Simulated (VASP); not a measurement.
# HC12: single point with PBE+D3(BJ)

System: HC12, a slab with vacuum.

```xyz
13
Lattice="4.9312 0.0000 0.0000 0.0000 4.0099 0.0000 0.0000 0.0000 21.6014" Properties=species:S:1:pos:R:3 pbc="T T T"
C     1.2328    1.5145    4.0000
C     3.6984    1.5145    4.0000
C     0.0000    1.8930    4.6020
C     2.4656    1.8930    4.6020
C     0.0000    2.6503    5.8068
C     2.4656    2.6503    5.8068
C     1.2328    3.0089    6.3993
C     3.6984    3.0089    6.3993
C     1.2328    3.7745    7.6744
C     3.6984    3.7745    7.6744
C     0.0000    0.0940    8.2014
C     2.4656    0.0940    8.2014
H     0.4109    2.7672   10.7014
```

```yaml
Program: VASP 6.6.1
Task: single point
Functional: PBE
Dispersion: D3(BJ)
Potentials_or_basis: VASP PAW PBE potentials, release 64 (C, H)
Cutoff: 520 eV
k_mesh: 6 × 7 × 1
Occupations: gaussian, width 0.05 eV
Spin: collinear spin
Starting_moments: "[0.0, 0.0, 0.0, 0.0, 0.0, 0.0, 0.0, 0.0, 0.0, 0.0, 0.0, 0.0, 1.0] μB"
Dipole_correction: yes
Further_INCAR_settings: ALGO = Normal; EDIFF = 1e-06; NBANDS = 40
```

```yaml
Largest_force: 3.070 eV/Å
Net_moment: 1.64 μB per cell
Site_moments: C +0.01, +0.50, +0.00, -0.00, +0.05, +0.03, -0.03, -0.04, -0.49, +0.34 (each value once); H +0.37 μB
Valence_electrons_inside_the_program's_atomic_spheres: C 2.44, 2.42, 2.63, 2.65, 2.61, 2.51 (each value once); H 0.37
Dispersion_energy_per_atom: -0.102 eV
```

Forces in eV/Å, atoms in the order of the input:
```
C   -0.091  0.229  0.612
C    0.052  1.408  2.239
C    0.440 -1.372 -2.460
C   -0.412 -1.502 -2.646
C   -0.233  0.491  1.021
C    0.282  0.528  1.065
C   -0.040  0.311  0.377
C   -0.003  0.315  0.422
C    0.078 -0.180 -0.415
C   -0.126 -0.023 -0.122
C    0.042 -0.156  0.176
C    0.051 -0.118 -0.125
H   -0.042  0.070 -0.145
```

Levels at points of the mesh, in eV from the Fermi level:
Spin up:
```csv
k point,band 23,band 24,band 25,band 26,band 27,band 28
"(0.00, 0.00, 0.00)",-1.78,-1.49,-0.16,0.65,0.69,0.86
"(0.50, 0.00, 0.00)",-1.98,-1.95,-1.42,-0.04,0.80,2.60
```
Spin down:
```csv
k point,band 21,band 22,band 23,band 24,band 25,band 26,band 27,band 28
"(0.00, 0.00, 0.00)",-1.83,-1.72,-0.18,0.20,0.29,0.80,1.11,1.93
"(0.50, 0.00, 0.00)",-2.26,-2.13,-1.55,-0.01,0.54,0.69,2.65,2.86
```

It took 18 min on 4 MPI ranks on AMD EPYC 7R43 64-Core Processor (Zen 3), with other jobs on the host, peak memory 0.96 GiB a rank.

Caveat: a moment this small can come from the mesh or the smearing.
